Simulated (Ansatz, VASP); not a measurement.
One calculation of ScAl3F, two programs

INCAR

```
PREC = Accurate
ENCUT = 520
EDIFF = 1E-7
ISMEAR = 0
SIGMA = 0.1
LREAL = F
LASPH = T
NELM = 100
ALGO = Normal
ISIF = 2
LWAVE = F
LCHARG = F
GGA = PE
NBANDS = 22
```

File KPOINTS:

```
regular mesh
0
Gamma
  4 4 4
```

The input POSCAR:

```
ScAl3F
1.0
    4.2765665400      0.0000000000      0.0000000000
    0.0000000000      4.2765665400      0.0000000000
    0.0000000000      0.0000000000      4.2765665400
Sc Al F
1 3 1
Direct
    0.0000000000      0.0000000000      0.0000000000
    0.5000000000      0.0000000000      0.5000000000
    0.5000000000      0.5000000000      0.0000000000
    0.0000000000      0.5000000000      0.5000000000
    0.5000000000      0.5000000000      0.5000000000
```

Input for Ansatz:

```yaml
crystal:
  lattice:
    - [4.27656654, 0.0, 0.0]
    - [0.0, 4.27656654, 0.0]
    - [0.0, 0.0, 4.27656654]
  atoms:
    - { symbol: Sc, position: [0.0, 0.0, 0.0] }
    - { symbol: Al, position: [0.5, 0.0, 0.5] }
    - { symbol: Al, position: [0.5, 0.5, 0.0] }
    - { symbol: Al, position: [0.0, 0.5, 0.5] }
    - { symbol: F, position: [0.5, 0.5, 0.5] }
basis:
  ecutwfc: 420
kpoints:
  mp_grid: { grid: [4, 4, 4] }
hamiltonian:
  xc: pbe
scf:
  occupations: { method: gaussian, width: 0.1 }
  lower_state_search: "off"
output:
  forces: true
  stress: true
  eigenvalues: true
```

Change from the starting cell: species swapped into the Pr3InO type (Pm-3m, No. 221).

Alike in both runs: task single point; functional PBE; k mesh 4 × 4 × 4; occupations gaussian, width 0.1 eV; no spin polarisation.

|  | VASP | Ansatz |
| --- | --- | --- |
| version | VASP 6.6.1 | Ansatz 0.2.0 |
| potentials or method | VASP PAW PBE potentials, release 64 (Sc_sv, Al, F), cutoff 520 eV | scalar-relativistic, plane waves, PAW |
| valence electrons in the cell | 27 | 27 |

```tsv
	VASP	Ansatz	Ansatz less VASP
gap on the k mesh at the Fermi level (eV)	none	none	-
pressure (GPa)	7.1	7.1	+0.06
```

A gap of «none» marks a metal or a gap that the smearing closes. The functional is the same, so the differences come from potentials, cutoffs and numerics.

The k mesh is coarse, so the values compare programs but aren't converged.
